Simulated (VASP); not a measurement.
# KBr (Fm-3m) in VASP: notebook

KBr is run at these levels: PBEsol; tasks: single point.

All numbers are computed with VASP 6.6.1; they aren't measurements. Logs are shortened: lines on timing, memory, paths and dates and some standing lists are left out, and cuts for length are marked.

**1. The cell of the first run**

The structure is cubic, space group Fm-3m (No. 225). Conventional cell: a = 6.605 Å, b = 6.605 Å, c = 6.605 Å, α = 90.00°, β = 90.00°, γ = 90.00°. Within 4.3 Å of K (site symmetry m-3m) lie 6 Br at 3.30 Å. Br (site symmetry m-3m) has 6 K at 3.30 Å within 4.3 Å.

**2. Single point, PBEsol**

File INCAR:

```
SYSTEM = KBr
  ALGO = Normal
  EDIFF = 1E-6
  ENCUT = 500
  GGA = PS
  GGA_COMPAT = .False.
  ISIF = 2
  ISMEAR = -1
  LASPH = .True.
  LCHARG = .False.
  LREAL = .False.
  LWAVE = .False.
  NBANDS = 15
  NELM = 120
  PREC = Accurate
  SIGMA = 0.001
```

File KPOINTS:

```
k-points
0
Gamma
  4 4 4
  0 0 0
```

File POSCAR:

```
KBr
1.0
    0.0000000000      3.3024386828      3.3024386828
    3.3024386828      0.0000000000      3.3024386828
    3.3024386828      3.3024386828      0.0000000000
K Br
1 1
Direct
    0.0000000000      0.0000000000      0.0000000000
    0.5000000000      0.5000000000      0.5000000000
```

Potentials or basis: VASP PAW PBE potentials, release 64 (K_sv, Br).

The run is started by

```console
$ cat potpaw_PBE.64/K_sv/POTCAR potpaw_PBE.64/Br/POTCAR > POTCAR
$ mpirun -np 1 vasp_std > vasp.out
```

OUTCAR:

```text
SYSTEM = KBr
   EDIFF = 1E-6
   ENCUT = 500
   GGA = PS
   ISIF = 2
   ISMEAR = -1
   LASPH = .True.
   LREAL = .False.
   NELM = 120
   PREC = Accurate

 ion  position               nearest neighbor table
   1  0.000  0.000  0.000-
   2  0.500  0.500  0.500-

  LATTYP: Found a face centered cubic cell.
 ALAT       =     6.6048773656

  Lattice vectors:

 A1 = (   0.0000000000,   3.3024386828,   3.3024386828)
 A2 = (   3.3024386828,   0.0000000000,   3.3024386828)
 A3 = (   3.3024386828,   3.3024386828,   0.0000000000)

Analysis of symmetry for initial positions (statically):
=====================================================================
 Subroutine PRICEL returns:
 Original cell was already a primitive cell.

 Routine SETGRP: Setting up the symmetry group for a
 face centered cubic supercell.

 Subroutine GETGRP returns: Found 48 space group operations
 (whereof 48 operations were pure point group operations)
 out of a pool of 48 trial point group operations.

The static configuration has the point symmetry O_h .

Analysis of symmetry for dynamics (positions and initial velocities):
=====================================================================
 Subroutine PRICEL returns:
 Original cell was already a primitive cell.

 Routine SETGRP: Setting up the symmetry group for a
 face centered cubic supercell.

 Subroutine GETGRP returns: Found 48 space group operations
 (whereof 48 operations were pure point group operations)
 out of a pool of 48 trial point group operations.

The dynamic configuration has the point symmetry O_h .

 Subroutine INISYM returns: Found 48 space group operations
 (whereof 48 operations are pure point group operations),
 and found     1 'primitive' translations

----------------------------------------------------------------------------------------

                                     Primitive cell

  volume of cell :      72.0335

  direct lattice vectors                    reciprocal lattice vectors
     0.000000000  3.302438683  3.302438683    -0.151403265  0.151403265  0.151403265
     3.302438683  0.000000000  3.302438683     0.151403265 -0.151403265  0.151403265
     3.302438683  3.302438683  0.000000000     0.151403265  0.151403265 -0.151403265

  length of vectors
     4.670353574  4.670353574  4.670353574     0.262238148  0.262238148  0.262238148

  position of ions in fractional coordinates (direct lattice)
     0.000000000  0.000000000  0.000000000
     0.500000000  0.500000000  0.500000000

  ion indices of the primitive-cell ions
   primitive index   ion index
                 1           1
                 2           2

----------------------------------------------------------------------------------------

 KPOINTS: k-points

Automatic generation of k-mesh.
 Grid dimensions read from file:
 generate k-points for:    4    4    4

 Generating k-lattice:

  Cartesian coordinates                     Fractional coordinates (reciprocal lattice)
    -0.037850816  0.037850816  0.037850816     0.250000000  0.000000000  0.000000000
     0.037850816 -0.037850816  0.037850816     0.000000000  0.250000000  0.000000000
     0.037850816  0.037850816 -0.037850816     0.000000000  0.000000000  0.250000000

  Length of vectors
     0.065559537  0.065559537  0.065559537

  Shift w.r.t. Gamma in fractional coordinates (k-lattice)
     0.000000000  0.000000000  0.000000000

 Subroutine IBZKPT returns following result:
 ===========================================

 Found      8 irreducible k-points:

 Following reciprocal coordinates:
            Coordinates               Weight
  0.000000  0.000000  0.000000      1.000000
  0.250000  0.000000  0.000000      8.000000
  0.500000  0.000000  0.000000      4.000000
  0.250000  0.250000  0.000000      6.000000
  0.500000  0.250000  0.000000     24.000000
 -0.250000  0.250000  0.000000     12.000000
  0.500000  0.500000  0.000000      3.000000
 -0.250000  0.500000  0.250000      6.000000
   k-points           NKPTS =      8   k-points in BZ     NKDIM =      8   number of bands    NBANDS=     15
   number of dos      NEDOS =    301   number of ions     NIONS =      2
   total plane-waves  NPLWV =  46656
   dimension x,y,z NGX =    36 NGY =   36 NGZ =   36
   dimension x,y,z NGXF=    72 NGYF=   72 NGZF=   72
   ions per type =               1   1
   NGX,Y,Z   is equivalent  to a cutoff of  12.81, 12.81, 12.81 a.u.
   NGXF,Y,Z  is equivalent  to a cutoff of  25.63, 25.63, 25.63 a.u.
 SYSTEM =  KBr
   PREC   = accura    normal or accurate (medium, high low for compatibility)
   ISTART =      0    job   : 0-new  1-cont  2-samecut
   ICHARG =      2    charge: 1-file 2-atom 10-const
   ISPIN  =      1    spin polarized calculation?
   LNONCOLLINEAR =      F non collinear calculations
   LSORBIT =      F    spin-orbit coupling
   LASPH  =      T    aspherical Exc in radial PAW
   ENCUT  =  500.0 eV  36.75 Ry    6.06 a.u.   8.52  8.52  8.52*2*pi/ulx,y,z
   NELM   =    120;   NELMIN=  2; NELMDL= -5     # of ELM steps
   EDIFF  = 0.1E-05   stopping-criterion for ELM
   LREAL  =      F    real-space projection
   EDIFFG = 0.1E-04   stopping-criterion for IOM
   NSW    =      0    number of steps for IOM
   IBRION =     -1    ionic relax: 0-MD 1-quasi-New 2-CG
   NFREE  =      0    steps in history (QN), initial steepest desc. (CG)
   ISIF   =      2    stress and relaxation
   ISYM   =      2    0-nonsym 1-usesym 2-fastsym
   POTIM  = 0.5000    time-step for ionic-motion
   TEBEG  =    0.0;   TEEND  =   0.0 temperature during run
   PSTRESS=    0.0 pullay stress
   NELECT =      16.0000    total number of electrons
   NUPDOWN=      -1.0000    fix difference up-down
   EMIN   =  10.00;   EMAX   =-10.00  energy-range for DOS
   EFERMI =   0.00;   METHOD = LEGACY
   ISMEAR =    -1;   SIGMA  =   0.00  broadening in eV -4-tet -1-fermi 0-gaus
   EFERMI_NEDOS =   21; number of points for ismear=-14 and -15
   IALGO  =     38    algorithm
   IMIX   =      4    mixing-type and parameters
     AMIX     =   0.40;   BMIX     =  1.00
     AMIX_MAG =   1.60;   BMIX_MAG =  1.00
  volume/ion in A,a.u.               =      36.02       243.05
  Fermi-wavevector in a.u.,A,eV,Ry     =   0.991448  1.873566 13.374115  0.982970
  Thomas-Fermi vector in A             =   2.123190
   LORBIT       =      0    0 simple, 1 ext, 2 COOP (PROOUT), +10 PAW based schemes
   GGA     = PS    functional components
   LHFCALC =     F    Hartree Fock is set to
   AEXX    =    0.0000 exact exchange contribution
   IVDW    =     0    specifies the selected vdW correction
   LEPSILON=     F    determine dielectric tensor
   LRPA    =     F    only Hartree local field effects (RPA)
 non-spin polarized calculation
  energy-cutoff  :      500.00
  volume of cell :       72.03
 maximum number of plane-waves:      1850
 NGX is ok and might be reduce to    36
   NGX = 17   NGY = 17   NGZ = 17

 number of electron      15.9999997 magnetization

 Free energy of the ion-electron system (eV)
  ---------------------------------------------------
  ext. energy  EPLUGINS =         0.00000000
  ---------------------------------------------------
  free energy    TOTEN  =        -6.45796219 eV

  energy without entropy =       -6.45796219  energy(sigma->0) =       -6.45796219

 E-fermi :  -1.7623     XC(G=0):  -7.5358

 val. band max:       -1.8343312197   @ k =   0.0000   0.0000   0.0000
 cond. band min:       2.4387489078   @ k =   0.0000   0.0000   0.0000
 fundamental gap:      4.2730801275
 Fermi energy:        -1.7622668938

 k-point     1 :       0.0000    0.0000    0.0000
  band No.  band energies     occupation
      1     -29.4525      2.00000
      2     -14.1377      2.00000
      3     -12.9947      2.00000
      4     -12.9947      2.00000
      5     -12.9947      2.00000
      6      -1.8343      2.00000
      7      -1.8343      2.00000
      8      -1.8343      2.00000
      9       2.4387      0.00000
     10       5.6939      0.00000
     11       5.6939      0.00000
     12       5.6939      0.00000
     13       6.5304      0.00000
     14       6.5304      0.00000
     15       9.5519      0.00000

 k-point     2 :       0.2500    0.0000    0.0000
  band No.  band energies     occupation
      1     -29.4496      2.00000
      2     -14.2245      2.00000
      3     -12.9976      2.00000
      4     -12.9976      2.00000
      5     -12.8729      2.00000
      6      -2.5233      2.00000
      7      -2.0107      2.00000
      8      -2.0107      2.00000
      9       3.7010      0.00000
     10       5.5473      0.00000
     11       6.4008      0.00000
     12       6.4008      0.00000
     13       7.3022      0.00000
     14       7.3022      0.00000
     15      10.3228      0.00000

 k-point     3 :       0.5000    0.0000    0.0000
  band No.  band energies     occupation
      1     -29.4467      2.00000
      2     -14.2983      2.00000
      3     -13.0004      2.00000
      4     -13.0004      2.00000
      5     -12.7632      2.00000
      6      -3.0382      2.00000
      7      -2.1729      2.00000
      8      -2.1729      2.00000
      9       4.5993      0.00000
     10       6.2854      0.00000
     11       7.8840      0.00000
     12       7.8840      0.00000
     13       8.1369      0.00000
     14       8.1369      0.00000
     15       9.0318      0.00000
[... 55 lines left out ...]
 k-point     7 :       0.5000    0.5000    0.0000
  band No.  band energies     occupation
      1     -29.4450      2.00000
      2     -14.0389      2.00000
      3     -13.0883      2.00000
      4     -13.0318      2.00000
      5     -13.0318      2.00000
      6      -2.6647      2.00000
      7      -2.1248      2.00000
      8      -2.1248      2.00000
      9       3.9137      0.00000
     10       5.2481      0.00000
     11       7.4917      0.00000
     12       7.5017      0.00000
     13       7.7837      0.00000
     14       8.9350      0.00000
     15       8.9350      0.00000

 k-point     8 :      -0.2500    0.5000    0.2500
  band No.  band energies     occupation
      1     -29.4450      2.00000
      2     -14.1276      2.00000
      3     -13.0599      2.00000
      4     -13.0599      2.00000
      5     -12.9070      2.00000
      6      -2.4342      2.00000
      7      -2.4342      2.00000
      8      -2.3813      2.00000
      9       5.4372      0.00000
     10       5.4372      0.00000
     11       6.3281      0.00000
     12       7.0733      0.00000
     13       8.7785      0.00000
     14       8.9609      0.00000
     15       9.1507      0.00000

------------------------ aborting loop because EDIFF is reached ----------------------------------------

  FORCE on cell =-STRESS in cart. coord.  units (eV):
  Direction    XX          YY          ZZ          XY          YZ          ZX
  --------------------------------------------------------------------------------------
  -------------------------------------------------------------------------------------
  Total       -0.1391637     -0.1391637     -0.1391637     -0.0000000      0.0000000     -0.0000000
  in kB       -3.0952959     -3.0952959     -3.0952959     -0.0000000      0.0000000     -0.0000000
  external PRESSURE =      -3.0952959 kB  Pullay stress =       0.0000000 kB

 VOLUME and BASIS-vectors are now :
 -----------------------------------------------------------------------------
  energy-cutoff  :      500.00
  volume of cell :       72.03
      direct lattice vectors                 reciprocal lattice vectors
     0.000000000  3.302438683  3.302438683    -0.151403265  0.151403265  0.151403265
     3.302438683  0.000000000  3.302438683     0.151403265 -0.151403265  0.151403265
     3.302438683  3.302438683  0.000000000     0.151403265  0.151403265 -0.151403265

 POSITION                                       TOTAL-FORCE (eV/Angst)
 -----------------------------------------------------------------------------------
      0.00000      0.00000      0.00000         0.000000     -0.000000     -0.000000
      3.30244      3.30244      3.30244        -0.000000      0.000000      0.000000
 -----------------------------------------------------------------------------------
    total drift:                                0.000000      0.000000      0.000000

  FREE ENERGIE OF THE ION-ELECTRON SYSTEM (eV)
  ---------------------------------------------------
  free  energy   TOTEN  =        -6.4579621866 eV

  energy  without entropy=       -6.4579621866  energy(sigma->0) =       -6.45796219
```

It took 12 s on 1 thread of AMD EPYC 7R43 (Zen 3), shared host; peak memory 0.17 GiB.

Results:

```yaml
Free_energy: -6.4580 eV
Pressure: -0.3 GPa
Band_gap_on_the_k_mesh: 4.27 eV
```

Caveat: the PAW data sets were made with another functional, which shifts forces and pressure a little.

**3. Single point, PBEsol**

File INCAR:

```
PREC     = Accurate       # precision mode
ENCUT    = 500            # plane-wave cutoff, eV
EDIFF    = 1E-6           # SCF threshold, eV
ISMEAR   = 1              # smearing method
SIGMA    = 0.5            # smearing width, eV
LREAL    = F              # projectors in reciprocal space
LASPH    = T              # aspherical terms in the spheres
NELM     = 120            # most SCF steps
ALGO     = Normal         # electronic algorithm
ISIF     = 2              # what is computed and relaxed
LWAVE    = F              # write WAVECAR
LCHARG   = F              # write CHGCAR
GGA      = PS             # functional
NBANDS   = 15             # bands
GGA_COMPAT= F
```

File KPOINTS:

```
Automatic mesh
0
Gamma
  4 4 4
```

POSCAR is that of step 2.

Potentials or basis: VASP PAW PBE potentials, release 64 (K_sv, Br).

The run is started by

```console
$ cat potpaw_PBE.64/K_sv/POTCAR potpaw_PBE.64/Br/POTCAR > POTCAR
$ mpirun -np 1 vasp_std > vasp.out
```

Run time: 13 s. Hardware: 1 thread of AMD EPYC 7R43 (Zen 3), shared host; peak memory 0.16 GiB.

Results (log left out):

```
Free energy            : -6.4102 eV
Pressure               : -0.4 GPa
Band gap on the k mesh : 4.28 eV
```

Levels at points of the mesh, in eV from the valence-band top:
```
           k point  band 5  band 6  band 7  band 8  band 9  band 10  band 11  band 12
(0.00, 0.00, 0.00)  -11.14    0.00    0.00    0.00    4.28     7.54     7.54     7.54
(0.50, 0.00, 0.00)  -10.91   -1.20   -0.34   -0.34    6.44     8.13     9.73     9.73
(0.50, 0.50, 0.00)  -11.18   -0.83   -0.29   -0.29    5.76     7.09     9.34     9.34
```

Caveat: the PAW data sets were made with another functional, which shifts forces and pressure a little. Expect the measured gap to be larger: semilocal functionals such as PBEsol lack the derivative discontinuity.

**4. Single point, PBEsol**

File INCAR:

```
SYSTEM = KBr
PREC = Accurate ; ENCUT = 500
EDIFF = 1E-6 ; ISMEAR = -1
SIGMA = 0.05 ; LREAL = .FALSE.
LASPH = .TRUE. ; NELM = 120
ALGO = Normal ; ISIF = 2
LWAVE = .FALSE. ; LCHARG = .FALSE.
GGA = PS ; NBANDS = 15
GGA_COMPAT = .FALSE.
```

File KPOINTS:

```
Automatic mesh
0
G
  4 4 4
  0 0 0
```

POSCAR is that of step 3.

Potentials or basis: VASP PAW PBE potentials, release 64 (K_sv, Br).

The run is started by

```console
$ cat potpaw_PBE.64/K_sv/POTCAR potpaw_PBE.64/Br/POTCAR > POTCAR
$ mpirun -np 1 vasp_std > vasp.out
```

OUTCAR:

```text
SYSTEM = KBr
   PREC = Accurate
   ENCUT = 500
   EDIFF = 1E-6
   ISMEAR = -1
   LREAL = .FALSE.
   LASPH = .TRUE.
   NELM = 120
   ISIF = 2
   GGA = PS

 ion  position               nearest neighbor table
   1  0.000  0.000  0.000-
   2  0.500  0.500  0.500-

  LATTYP: Found a face centered cubic cell.
 ALAT       =     6.6048773656

  Lattice vectors:

 A1 = (   0.0000000000,   3.3024386828,   3.3024386828)
 A2 = (   3.3024386828,   0.0000000000,   3.3024386828)
[... 308 lines left out ...]
     15       9.1507      0.00000

------------------------ aborting loop because EDIFF is reached ----------------------------------------

  FORCE on cell =-STRESS in cart. coord.  units (eV):
  Direction    XX          YY          ZZ          XY          YZ          ZX
  --------------------------------------------------------------------------------------
  -------------------------------------------------------------------------------------
  Total       -0.1391637     -0.1391637     -0.1391637     -0.0000000     -0.0000000      0.0000000
  in kB       -3.0952961     -3.0952961     -3.0952961     -0.0000000     -0.0000000      0.0000000
  external PRESSURE =      -3.0952961 kB  Pullay stress =       0.0000000 kB

 VOLUME and BASIS-vectors are now :
 -----------------------------------------------------------------------------
  energy-cutoff  :      500.00
  volume of cell :       72.03
      direct lattice vectors                 reciprocal lattice vectors
     0.000000000  3.302438683  3.302438683    -0.151403265  0.151403265  0.151403265
     3.302438683  0.000000000  3.302438683     0.151403265 -0.151403265  0.151403265
     3.302438683  3.302438683  0.000000000     0.151403265  0.151403265 -0.151403265

 POSITION                                       TOTAL-FORCE (eV/Angst)
 -----------------------------------------------------------------------------------
      0.00000      0.00000      0.00000         0.000000      0.000000      0.000000
      3.30244      3.30244      3.30244        -0.000000     -0.000000     -0.000000
 -----------------------------------------------------------------------------------
    total drift:                                0.000000      0.000000      0.000000

  FREE ENERGIE OF THE ION-ELECTRON SYSTEM (eV)
  ---------------------------------------------------
  free  energy   TOTEN  =        -6.4579621863 eV

  energy  without entropy=       -6.4579621863  energy(sigma->0) =       -6.45796219
```

stdout:

```text
POSCAR found type information on POSCAR K Br
 POSCAR found :  2 types and       2 ions
 scaLAPACK will be used
 -----------------------------------------------------------------------------
|                                                                             |
|                                                                             |
|     You enforced a specific xc type in the INCAR file but a different       |
|     I HOPE YOU KNOW WHAT YOU ARE DOING!                                     |
|                                                                             |
 -----------------------------------------------------------------------------

 LDA part: xc-table for (Slater+PW92), standard interpolation
 POSCAR, INCAR and KPOINTS ok, starting setup
 FFT: planning ... GRIDC
 FFT: planning ... GRID_SOFT
 FFT: planning ... GRID
 WAVECAR not read
 entering main loop
```

Wall time 12 s (1 thread of AMD EPYC 7R43 (Zen 3), shared host); peak memory 0.16 GiB.

What came out:

- Free energy: -6.4580 eV
- Pressure: -0.3 GPa
- Band gap on the k mesh: 4.27 eV

Caveat: the PAW data sets were made with another functional, which shifts forces and pressure a little.

(Part 1 of 2 ends here.)
